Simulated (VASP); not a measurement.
# CsPbCl3 (Pm-3m) in VASP: a series of runs

The runs below take CsPbCl3 through single point, with PBE, r2SCAN.

All numbers are computed with VASP 6.6.1; they aren't measurements. Logs are shortened: lines on timing, memory, paths and dates and some standing lists are left out, and cuts for length are marked.

### 1 The cell of the first run

The structure is cubic, space group Pm-3m (No. 221). Conventional cell: a = 5.734 Å, b = 5.734 Å, c = 5.734 Å, α = 90.00°, β = 90.00°, γ = 90.00°. Within 5.3 Å of Cs (site symmetry m-3m) lie 12 Cl at 4.05 Å and 8 Pb at 4.97 Å. Within 3.8 Å of Pb (site symmetry m-3m) lie 6 Cl at 2.87 Å. Within 3.8 Å of Cl (site symmetry 4/mmm) lie 2 Pb at 2.87 Å.

### 2 Single point, PBE (strain +1.0%)

File INCAR:

```
SYSTEM = CsPbCl3
  PREC = Accurate
  ENCUT = 520
  EDIFF = 1E-6
  ISMEAR = -1
  SIGMA = 0.02
  LREAL = .FALSE.
  LASPH = .TRUE.
  NELM = 80
  ALGO = Normal
  ISIF = 2
  LWAVE = .FALSE.
  LCHARG = .FALSE.
  GGA = PE
  NBANDS = 30
```

File KPOINTS:

```
Automatic mesh
0
G
  4 4 4
  0 0 0
```

File POSCAR:

```
CsPbCl3
1.0
    5.7338424529      0.0000000000      0.0000000000
    0.0000000000      5.7338424529      0.0000000000
    0.0000000000      0.0000000000      5.7338424529
Cs Pb Cl
1 1 3
Direct
    0.0000000000      0.0000000000      0.0000000000
    0.5000000000      0.5000000000      0.5000000000
    0.5000000000      0.5000000000      0.0000000000
    0.5000000000      0.0000000000      0.5000000000
    0.0000000000      0.5000000000      0.5000000000
```

Potentials or basis: VASP PAW PBE potentials, release 64 (Cs_sv, Pb_d, Cl).

On the command line:

```sh
cat potpaw_PBE.64/Cs_sv/POTCAR potpaw_PBE.64/Pb_d/POTCAR potpaw_PBE.64/Cl/POTCAR > POTCAR
mpirun -np 1 vasp_std > vasp.out
```

OUTCAR:

```text
SYSTEM = CsPbCl3
   PREC = Accurate
   ENCUT = 520
   EDIFF = 1E-6
   ISMEAR = -1
   LREAL = .FALSE.
   LASPH = .TRUE.
   NELM = 80
   ISIF = 2
   GGA = PE

 ion  position               nearest neighbor table
   1  0.000  0.000  0.000-
   2  0.500  0.500  0.500-   3 2.87   4 2.87   5 2.87   3 2.87   4 2.87   5 2.87
   3  0.500  0.500  0.000-   2 2.87   2 2.87
   4  0.500  0.000  0.500-   2 2.87   2 2.87
   5  0.000  0.500  0.500-   2 2.87   2 2.87

  LATTYP: Found a simple cubic cell.
 ALAT       =     5.7338424529

  Lattice vectors:

 A1 = (   5.7338424529,   0.0000000000,   0.0000000000)
 A2 = (   0.0000000000,   5.7338424529,   0.0000000000)
 A3 = (   0.0000000000,   0.0000000000,   5.7338424529)

Analysis of symmetry for initial positions (statically):
=====================================================================
 Subroutine PRICEL returns:
 Original cell was already a primitive cell.

 Routine SETGRP: Setting up the symmetry group for a
 simple cubic supercell.

 Subroutine GETGRP returns: Found 48 space group operations
 (whereof 48 operations were pure point group operations)
 out of a pool of 48 trial point group operations.

The static configuration has the point symmetry O_h .

Analysis of symmetry for dynamics (positions and initial velocities):
=====================================================================
 Subroutine PRICEL returns:
 Original cell was already a primitive cell.

 Routine SETGRP: Setting up the symmetry group for a
 simple cubic supercell.

 Subroutine GETGRP returns: Found 48 space group operations
 (whereof 48 operations were pure point group operations)
 out of a pool of 48 trial point group operations.

The dynamic configuration has the point symmetry O_h .

 Subroutine INISYM returns: Found 48 space group operations
 (whereof 48 operations are pure point group operations),
 and found     1 'primitive' translations

----------------------------------------------------------------------------------------

                                     Primitive cell

  volume of cell :     188.5112

  direct lattice vectors                    reciprocal lattice vectors
     5.733842453  0.000000000  0.000000000     0.174403118  0.000000000  0.000000000
[... 73 lines left out ...]
   LSORBIT =      F    spin-orbit coupling
   LASPH  =      T    aspherical Exc in radial PAW
   ENCUT  =  520.0 eV  38.22 Ry    6.18 a.u.  10.66 10.66 10.66*2*pi/ulx,y,z
   NELM   =     80;   NELMIN=  2; NELMDL= -5     # of ELM steps
   EDIFF  = 0.1E-05   stopping-criterion for ELM
   LREAL  =      F    real-space projection
   EDIFFG = 0.1E-04   stopping-criterion for IOM
   NSW    =      0    number of steps for IOM
   IBRION =     -1    ionic relax: 0-MD 1-quasi-New 2-CG
   NFREE  =      0    steps in history (QN), initial steepest desc. (CG)
   ISIF   =      2    stress and relaxation
   ISYM   =      2    0-nonsym 1-usesym 2-fastsym
   POTIM  = 0.5000    time-step for ionic-motion
   TEBEG  =    0.0;   TEEND  =   0.0 temperature during run
   PSTRESS=    0.0 pullay stress
   NELECT =      44.0000    total number of electrons
   NUPDOWN=      -1.0000    fix difference up-down
   EMIN   =  10.00;   EMAX   =-10.00  energy-range for DOS
   EFERMI =   0.00;   METHOD = LEGACY
   ISMEAR =    -1;   SIGMA  =   0.02  broadening in eV -4-tet -1-fermi 0-gaus
   EFERMI_NEDOS =   21; number of points for ismear=-14 and -15
   IALGO  =     38    algorithm
   IMIX   =      4    mixing-type and parameters
     AMIX     =   0.40;   BMIX     =  1.00
     AMIX_MAG =   1.60;   BMIX_MAG =  1.00
  volume/ion in A,a.u.               =      37.70       254.43
  Fermi-wavevector in a.u.,A,eV,Ry     =   1.007968  1.904783 13.823505  1.015999
  Thomas-Fermi vector in A             =   2.140806
   LORBIT       =      0    0 simple, 1 ext, 2 COOP (PROOUT), +10 PAW based schemes
   GGA     = PE    functional components
   LHFCALC =     F    Hartree Fock is set to
   AEXX    =    0.0000 exact exchange contribution
   IVDW    =     0    specifies the selected vdW correction
   LEPSILON=     F    determine dielectric tensor
   LRPA    =     F    only Hartree local field effects (RPA)
 non-spin polarized calculation
  energy-cutoff  :      520.00
  volume of cell :      188.51
 maximum number of plane-waves:      5112
 NGX is ok and might be reduce to    48
   NGX = 21   NGY = 21   NGZ = 21

 number of electron      44.0000012 magnetization

 Free energy of the ion-electron system (eV)
  ---------------------------------------------------
  ext. energy  EPLUGINS =         0.00000000
  ---------------------------------------------------
  free energy    TOTEN  =       -17.54943541 eV

  energy without entropy =      -17.54943541  energy(sigma->0) =      -17.54943541

 E-fermi :   1.4369     XC(G=0):  -7.5319

 val. band max:        0.9673246824   @ k =   0.5000   0.5000   0.5000
 cond. band min:       3.1773662511   @ k =   0.5000   0.5000   0.5000
 fundamental gap:      2.2100415687
 Fermi energy:         1.4368945450

 k-point     1 :       0.0000    0.0000    0.0000
  band No.  band energies     occupation
      1     -20.0679      2.00000
      2     -15.5504      2.00000
      3     -15.5504      2.00000
      4     -15.3923      2.00000
      5     -15.3923      2.00000
      6     -15.3923      2.00000
[... 319 lines left out ...]
     29       6.8670      0.00000
     30       8.0082      0.00000

------------------------ aborting loop because EDIFF is reached ----------------------------------------

  FORCE on cell =-STRESS in cart. coord.  units (eV):
  Direction    XX          YY          ZZ          XY          YZ          ZX
  --------------------------------------------------------------------------------------
  -------------------------------------------------------------------------------------
  Total        0.0375047      0.0375047      0.0375047      0.0000000      0.0000000     -0.0000000
  in kB        0.3187562      0.3187562      0.3187562      0.0000000      0.0000000     -0.0000000
  external PRESSURE =       0.3187562 kB  Pullay stress =       0.0000000 kB

 VOLUME and BASIS-vectors are now :
 -----------------------------------------------------------------------------
  energy-cutoff  :      520.00
  volume of cell :      188.51
      direct lattice vectors                 reciprocal lattice vectors
     5.733842453  0.000000000  0.000000000     0.174403118  0.000000000  0.000000000
     0.000000000  5.733842453  0.000000000     0.000000000  0.174403118  0.000000000
     0.000000000  0.000000000  5.733842453     0.000000000  0.000000000  0.174403118

 POSITION                                       TOTAL-FORCE (eV/Angst)
 -----------------------------------------------------------------------------------
      0.00000      0.00000      0.00000         0.000000      0.000000      0.000000
      2.86692      2.86692      2.86692         0.000000      0.000000      0.000000
      2.86692      2.86692      0.00000         0.000000      0.000000      0.000000
      2.86692      0.00000      2.86692         0.000000      0.000000      0.000000
      0.00000      2.86692      2.86692         0.000000      0.000000      0.000000
 -----------------------------------------------------------------------------------
    total drift:                                0.000000     -0.000000     -0.000000

  FREE ENERGIE OF THE ION-ELECTRON SYSTEM (eV)
  ---------------------------------------------------
  free  energy   TOTEN  =       -17.5494354061 eV

  energy  without entropy=      -17.5494354061  energy(sigma->0) =      -17.54943541
```

Wall time 60 s (1 thread of Oxide Virtual Turin-like, shared host); peak memory 0.31 GiB.

What came out:

* Free energy: -17.5494 eV
* Pressure: 0.0 GPa
* Band gap on the k mesh: 2.21 eV

Levels at points of the mesh, in eV from the valence-band top:
```csv
k point,band 19,band 20,band 21,band 22,band 23,band 24,band 25,band 26
"(0.00, 0.00, 0.00)",-2.12,-2.04,-2.04,-2.04,3.67,4.75,4.75,5.63
"(0.50, 0.00, 0.00)",-2.22,-2.13,-2.13,-1.44,3.14,4.99,5.40,5.40
"(0.50, 0.50, 0.00)",-2.29,-2.29,-1.76,-0.70,2.72,2.72,5.04,5.71
"(0.50, 0.50, 0.50)",-1.75,-1.75,-1.75,0.00,2.21,2.21,2.21,5.43
```

Caveat: the cell differs from its parent crystal (strain +1.0%); spin-orbit coupling is left out, which moves the levels of the heavy elements.

### 3 Single point, r2SCAN

This run uses another cell than the first one, of 36.59 Å³/atom.

POSCAR: that of step 2 with these lines changed.

```diff
@@ -2,5 +2,5 @@
 1.0
-    5.7338424529      0.0000000000      0.0000000000
-    0.0000000000      5.7338424529      0.0000000000
-    0.0000000000      0.0000000000      5.7338424529
+    5.6770717356      0.0000000000      0.0000000000
+    0.0000000000      5.6770717356      0.0000000000
+    0.0000000000      0.0000000000      5.6770717356
 Cs Pb Cl
```

File INCAR.step1:

```
  PREC = Accurate
  ENCUT = 520
  ISMEAR = 0
  SIGMA = 0.01
  LREAL = False
  LASPH = True
  NELM = 100
  NBANDS = 30
  GGA = PE
  ALGO = Normal
  EDIFF = 1E-4
  LWAVE = True
  LCHARG = False
```

File INCAR.step2:

```
  PREC = Accurate
  ENCUT = 520
  EDIFF = 1E-7
  ISMEAR = 0
  SIGMA = 0.01
  LREAL = False
  LASPH = True
  NELM = 100
  ALGO = Normal
  ISIF = 2
  LWAVE = False
  LCHARG = False
  METAGGA = R2SCAN
  LMIXTAU = True
  NBANDS = 30
  ISTART = 1
```

File KPOINTS:

```
regular mesh
0
Gamma
  4 4 4
```

Potentials or basis: VASP PAW PBE potentials, release 64 (Cs_sv, Pb_d, Cl).

On the command line:

```sh
cat potpaw_PBE.64/Cs_sv/POTCAR potpaw_PBE.64/Pb_d/POTCAR potpaw_PBE.64/Cl/POTCAR > POTCAR
cp INCAR.step1 INCAR
mpirun -np 1 vasp_std > vasp.out
cp INCAR.step2 INCAR
mpirun -np 1 vasp_std > vasp.out
```

It took 5 min on 1 thread of Oxide Virtual Turin-like, shared host; peak memory 0.28 GiB.

Results (log left out):

```
Free energy            : -108.1728 eV
Pressure               : 0.0 GPa
Band gap on the k mesh : 2.48 eV
```

Levels at points of the mesh, in eV from the valence-band top:
```csv
k point,band 18,band 19,band 20,band 21,band 22,band 23,band 24,band 25,band 26,band 27
"(0.00, 0.00, 0.00)",-2.53,-2.53,-2.43,-2.43,-2.43,4.01,4.91,4.91,5.90,5.90
"(0.50, 0.00, 0.00)",-2.62,-2.62,-2.53,-2.53,-1.64,3.50,5.33,5.79,5.82,5.82
"(0.50, 0.50, 0.00)",-2.70,-2.70,-2.68,-2.13,-0.79,3.03,3.03,5.41,6.08,6.36
"(0.50, 0.50, 0.50)",-2.67,-2.12,-2.12,-2.12,0.00,2.48,2.48,2.48,5.88,6.25
```

Caveat: the PAW data sets were made with another functional, which shifts forces and pressure a little; spin-orbit coupling is left out, which moves the levels of the heavy elements. A k mesh can miss the band edges.
